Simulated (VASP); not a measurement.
Wanted: the native input for a VASP 6.6.1 run.

```yaml
Task: single point
Functional: PBE
Potentials_or_basis: VASP PAW PBE potentials, release 64 (Y_sv, Nb_sv, Se)
Cutoff: 520 eV
k_mesh: 4 × 4 × 4
Occupations: gaussian, width 0.1 eV
Spin: collinear spin
Starting_moments: "[0.17, 2.04, 0.01, 0.01, 0.01, 0.01] μB"
Dipole_correction: no
Further_INCAR_settings: ALGO = Normal; EDIFF = 1e-06; NBANDS = 37
```

The structure of YNbSe4 lies in POSCAR:

```
YNbSe4
1.0
    0.0000000000      4.0465171677      4.0465171677
    4.0465171677      0.0000000000      4.0465171677
    4.0465171677      4.0465171677      0.0000000000
Y Nb Se
1 1 4
Direct
    0.0000000000      0.0000000000      0.0000000000
    0.2500000000      0.2500000000      0.2500000000
    0.6247532820      0.6247532820      0.1257401541
    0.6247532820      0.6247532820      0.6247532820
    0.1257401541      0.6247532820      0.6247532820
    0.6247532820      0.1257401541      0.6247532820
```

The cell was generated, and may not be a known phase.

These files were run (other wordings do the same):

INCAR

```
SYSTEM = YNbSe4
PREC = Accurate
ENCUT = 520
EDIFF = 1E-6
ISMEAR = 0
SIGMA = 0.1
LREAL = .FALSE.
LASPH = .TRUE.
NELM = 150
ALGO = Normal
ISIF = 2
LWAVE = .FALSE.
LCHARG = .FALSE.
ISPIN = 2
MAGMOM = 0.17 2.04 0.01 0.01 0.01 0.01
LORBIT = 11
LMAXMIX = 4
GGA = PE
NBANDS = 37
```

KPOINTS

```
Automatic mesh
0
G
  4 4 4
  0 0 0
```

Potentials or basis: VASP PAW PBE potentials, release 64 (Y_sv, Nb_sv, Se).

Command:

```sh
$ cat potpaw_PBE.64/Y_sv/POTCAR potpaw_PBE.64/Nb_sv/POTCAR potpaw_PBE.64/Se/POTCAR > POTCAR
$ mpirun -np 1 vasp_std > vasp.out
```

Results of the run:

```
Pressure                                              : 0.0 GPa
Net moment                                            : 2.63 μB per cell
Site moments                                          : Y +0.18; Nb +1.58; Se +0.01 μB
Valence electrons inside the program's atomic spheres : Y 9.22; Nb 10.52; Se 3.73
```

Run time: 94 s on 1 thread of AMD EPYC 9R45 96-Core Processor (Zen 5), on a shared host, peak memory 0.41 GiB.
